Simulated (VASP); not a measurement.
A run of VASP 6.6.1:

File INCAR:

```
SYSTEM = TaN
PREC     = Accurate       ! precision mode
ENCUT    = 600            ! plane-wave cutoff, eV
EDIFF    = 1E-6           ! SCF threshold, eV
ISMEAR   = 0              ! smearing method
SIGMA    = 0.1            ! smearing width, eV
LREAL    = .FALSE.        ! projectors in reciprocal space
LASPH    = .TRUE.         ! aspherical terms in the spheres
NELM     = 80             ! most SCF steps
ALGO     = Normal         ! electronic algorithm
ISIF     = 3              ! what is computed and relaxed
LWAVE    = .FALSE.        ! write WAVECAR
LCHARG   = .FALSE.        ! write CHGCAR
GGA      = PE             ! functional
IBRION   = 2              ! ionic algorithm
NSW      = 100            ! ionic steps
EDIFFG   = -0.01          ! ionic threshold
```

The input KPOINTS:

```
Automatic mesh
0
G
  18 18 8
  0 0 0
```

File POSCAR:

```
TaN
1.0
    3.1514111810      0.0000000000      0.0000000000
   -1.5757055905      2.7292021405      0.0000000000
    0.0000000000      0.0000000000      6.1029218168
Ta N
2 2
Direct
    0.3333333333      0.6666666667      0.0306213540
    0.6666666667      0.3333333333      0.5306213540
    0.3333333333      0.6666666667      0.3543786360
    0.6666666667      0.3333333333      0.8543786360
```

Potentials or basis: VASP PAW PBE potentials, release 64 (Ta_pv, N).

The run is started by

```sh
$ cat potpaw_PBE.64/Ta_pv/POTCAR potpaw_PBE.64/N/POTCAR > POTCAR
$ mpirun -np 1 vasp_std > vasp.out
```

Hardware: 1 thread of AMD EPYC 7R13, with other jobs on the host.

Task: Estimate the wall time of this run.

Result: Run time: 10 min on 1 thread of AMD EPYC 7R13, on a shared host, peak memory 0.33 GiB. Counts: scf iterations 27, k points 185, ion steps 3.
